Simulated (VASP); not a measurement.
Write the native input for VASP 6.6.1 that does the following.

* Task: single point
* Functional: PBE
* Potentials or basis: VASP PAW PBE potentials, release 64 (Ga_d, As)
* Cutoff: 500 eV
* k mesh: 4 × 3 × 2
* Occupations: gaussian, width 0.2 eV
* Spin: no spin polarisation
* Dipole correction: no
* Further INCAR settings: ALGO = Normal; EDIFF = 1e-06; NBANDS = 34

The structure of Ga2As5 lies in POSCAR:

```
Ga2As5
1.0
    5.0048755884      0.0000000000      0.0000000000
    0.0000000000      4.7980116357      0.0000000000
    0.0000000000      0.0000000000      8.2389354826
Ga As
2 5
Direct
    0.5000000000      0.0000000000      0.5000000000
    0.0000000000      0.0000000000      0.0000000000
    0.0000000000      0.0000000000      0.3557159599
    0.0000000000      0.0000000000      0.6442840401
    0.5000000000      0.5000000000      0.5000000000
    0.5000000000      0.0000000000      0.0000000000
    0.0000000000      0.5000000000      0.0000000000
```

The cell was built from a structure type or drawn by symmetry, and may not be a known phase.

The input as run:

INCAR

```
PREC = Accurate
ENCUT = 500
EDIFF = 1E-6
ISMEAR = 0
SIGMA = 0.2
LREAL = F
LASPH = T
NELM = 120
ALGO = Normal
ISIF = 2
LWAVE = F
LCHARG = F
GGA = PE
NBANDS = 34
GGA_COMPAT = F
```

KPOINTS

```
Automatic mesh
0
Gamma
  4 3 2
```

Potentials or basis: VASP PAW PBE potentials, release 64 (Ga_d, As).

The run is started by

```bash
$ cat potpaw_PBE.64/Ga_d/POTCAR potpaw_PBE.64/As/POTCAR > POTCAR
$ mpirun -np 1 vasp_std > vasp.out
```

Results of the run:

- Pressure: 0.2 GPa
- Largest force: 0.035 eV/Å
- Band gap on the k mesh: zero (an odd number of electrons rules out a gap without spin polarisation)

Caveat: the k points lie up to 0.44 Å⁻¹ apart, too coarse for converged energies and pressures of a metal.

Run time: 45 s on 1 thread of Intel(R) Xeon(R) 6975P-C (Granite Rapids) (shared host), peak memory 0.29 GiB.
